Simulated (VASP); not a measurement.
Here is a VASP 6.6.1 calculation.

Contents of INCAR:

```
PREC     = Accurate       # precision mode
ENCUT    = 570            # plane-wave cutoff, eV
EDIFF    = 1E-6           # SCF threshold, eV
ISMEAR   = 0              # smearing method
SIGMA    = 0.15           # smearing width, eV
LREAL    = F              # projectors in reciprocal space
LASPH    = T              # aspherical terms in the spheres
NELM     = 120            # most SCF steps
ALGO     = Normal         # electronic algorithm
ISIF     = 2              # what is computed and relaxed
LWAVE    = F              # write WAVECAR
LCHARG   = F              # write CHGCAR
GGA      = CA             # functional
NBANDS   = 15             # bands
GGA_COMPAT= F
```

Contents of KPOINTS:

```
Automatic mesh
0
Gamma
  20 20 20
```

File POSCAR:

```
Pt
1.0
    0.0000000000      1.9468328700      1.9127632948
    1.8932949661      0.0000000000      1.9127632948
    1.8932949661      1.9468328700      0.0000000000
Pt
1
Direct
    0.0000000000      0.0000000000      0.0000000000
```

Potentials or basis: VASP PAW LDA potentials, release 64 (Pt_sv_GW).

Run with:

```bash
$ cat potpaw_LDA.64/Pt_sv_GW/POTCAR > POTCAR
$ mpirun -np 1 vasp_std > vasp.out
```

Problem. What does it give for the band gap on the k mesh?

Solution. Zero (bands 9 and 10 overlap by 2.59 eV).

Problem. Predict the pressure.

Solution. 15.6 GPa.

Stress tensor (GPa, compression positive):
```
17.26  0.00  0.00
 0.00 13.47  0.00
 0.00  0.00 16.18
```

Caveat: the cell differs from its parent crystal (normal strain along x -0.0275, normal strain along z -0.0175); the cell stands under pressure; spin-orbit coupling is left out, which moves the levels of the heavy elements.
